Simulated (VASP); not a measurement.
**MgS: single point with r2SCAN**

MgS:

```
CELL_PARAMETERS angstrom
0.00000 2.59087 2.59087
2.59087 0.00000 2.59087
2.59087 2.59087 0.00000
ATOMIC_POSITIONS crystal
Mg 0.00000 0.00000 0.00000
S 0.50000 0.50000 0.50000
```

```yaml
Program: VASP 6.6.1
Task: single point
Functional: r2SCAN
Potentials_or_basis: VASP PAW PBE potentials, release 64 (Mg, S)
Cutoff: 660 eV
k_mesh: 8 × 8 × 8
Occupations: gaussian, width 0.02 eV
Spin: no spin polarisation
```

```yaml
Pressure: 0.5 GPa
Band_gap_on_the_k_mesh: 3.46 eV (least direct gap 4.72 eV)
```

Levels at points of the mesh, in eV from the valence-band top:
| k point | band 2 | band 3 | band 4 | band 5 | band 6 | band 7 |
| --- | --- | --- | --- | --- | --- | --- |
| (0.00, 0.00, 0.00) | 0.00 | 0.00 | 0.00 | 4.72 | 8.52 | 8.52 |
| (0.50, 0.00, 0.00) | -4.94 | -0.63 | -0.63 | 5.23 | 7.52 | 7.52 |
| (0.50, 0.50, 0.00) | -4.34 | -1.76 | -1.76 | 3.46 | 4.89 | 13.27 |

It took 56 s on 1 thread of AMD EPYC 9R45 96-Core Processor (Zen 5), with other jobs on the host, peak memory 0.16 GiB.

Caveat: the PAW data sets were made with another functional, which shifts forces and pressure a little. A k mesh can miss the band edges.
